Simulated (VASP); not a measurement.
**AlAu: relaxation of the atoms with LDA**

AlAu:

```
Al Au
1.0
     3.05394    0.00000    0.00000
     0.00000    3.05394    0.00000
     0.00000    0.00000    3.05394
Al Au
1 1
Direct
  0.00000 0.00000 0.00000
  0.50000 0.50000 0.50000
```

```json
{
 "Program": "VASP 6.6.1",
 "Task": "relaxation of the atoms",
 "Functional": "LDA",
 "Potentials or basis": "VASP PAW LDA potentials, release 64 (Al, Au)",
 "Cutoff": "520 eV",
 "k mesh": "11 × 11 × 11",
 "Occupations": "fermi-dirac, width 0.05 eV",
 "Spin": "no spin polarisation",
 "Dipole correction": "no",
 "Further INCAR settings": "ALGO = Normal; EDIFF = 1e-07; IBRION = 2; EDIFFG = -0.01; NSW = 50"
}
```

```json
{
  "Pressure after relaxing": "17.3 GPa",
  "Band gap on the k mesh": "zero (band 7 reaches 14.79 eV, above the bottom of band 8 at 11.06 eV)"
}
```

Final structure:
```
CELL_PARAMETERS angstrom
3.05394 0.00000 0.00000
0.00000 3.05394 0.00000
0.00000 0.00000 3.05394
ATOMIC_POSITIONS crystal
Al 0.00000 0.00000 0.00000
Au 0.50000 0.50000 0.50000
```

Levels at points of the mesh, in eV from the Fermi level:
```csv
k point,band 4,band 5,band 6,band 7,band 8,band 9,band 10,band 11
"(0.00, 0.00, 0.00)",-5.55,-5.55,-5.55,2.67,2.67,2.67,7.63,7.63
```

Wall time 4.3 s on 1 thread of Intel(R) Xeon(R) Platinum 8559C (Emerald Rapids) (shared host), peak memory 0.14 GiB.

Caveat: the relaxation stopped at its first step, so nothing moved; spin-orbit coupling is left out, which moves the levels of the heavy elements.
